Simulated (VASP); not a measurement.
Input of a VASP 6.6.1 run:

Contents of INCAR:

```
PREC = Accurate ; ENCUT = 520
EDIFF = 1E-6 ; ISMEAR = -1
SIGMA = 0.1 ; LREAL = False
LASPH = True ; NELM = 60
ALGO = Normal ; ISIF = 2
LWAVE = False ; LCHARG = False
GGA = CA ; NBANDS = 16
```

The input KPOINTS:

```
regular mesh
0
Gamma
  7 7 7
```

The input POSCAR:

```
LiPb
1.0
    2.4251502382      1.4001612438      2.0061268764
   -2.4251502382      1.4001612438      2.0061268764
    0.0000000000     -2.8003224875      2.0061268764
Li Pb
1 1
Direct
    0.5000000000      0.5000000000      0.5000000000
    0.0000000000      0.0000000000      0.0000000000
```

Potentials or basis: VASP PAW LDA potentials, release 64 (Li_sv, Pb_d).

Run with:

```console
$ cat potpaw_LDA.64/Li_sv/POTCAR potpaw_LDA.64/Pb_d/POTCAR > POTCAR
$ mpirun -np 1 vasp_std > vasp.out
```

(1) Predict the band gap on the k mesh.

## Answers

(1) zero (an odd number of electrons rules out a gap without spin polarisation).

Caveat: spin-orbit coupling is left out, which moves the levels of the heavy elements.
